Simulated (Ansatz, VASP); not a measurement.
BiH in VASP and in Ansatz

```
Bi H
1.0
     4.03796    0.00000    0.00000
    -2.01898    3.49698    0.00000
     0.00000    0.00000    4.90249
Bi H
2 2
Cartesian
  0.0000 2.3313 1.2256
  2.0190 1.1657 3.6769
  0.0000 0.0000 0.0000
  4.0380 0.0000 2.4512
```

Alike in both runs: functional PBE; k mesh 6 × 6 × 4; occupations gaussian, width 0.1 eV; no spin polarisation.

Ansatz relaxed the structure, and its values are those at the end. VASP's run is a single point on that final structure, the one shown.

```csv
,VASP,Ansatz
version,VASP 6.6.1,Ansatz 0.2.0
potentials or method,"VASP PAW PBE potentials, release 64 (Bi_d, H), cutoff 520 eV","scalar-relativistic, plane waves, PAW"
valence electrons in the cell,32,32
```

|  | VASP | Ansatz | Ansatz less VASP |
| --- | --- | --- | --- |
| gap on the k mesh at the Fermi level (eV) | none | none | - |
| pressure (GPa) | 0.0 | 0.1 | +0.09 |

A gap of «none» marks a metal or a gap that the smearing closes.

Spin-orbit coupling is off throughout.
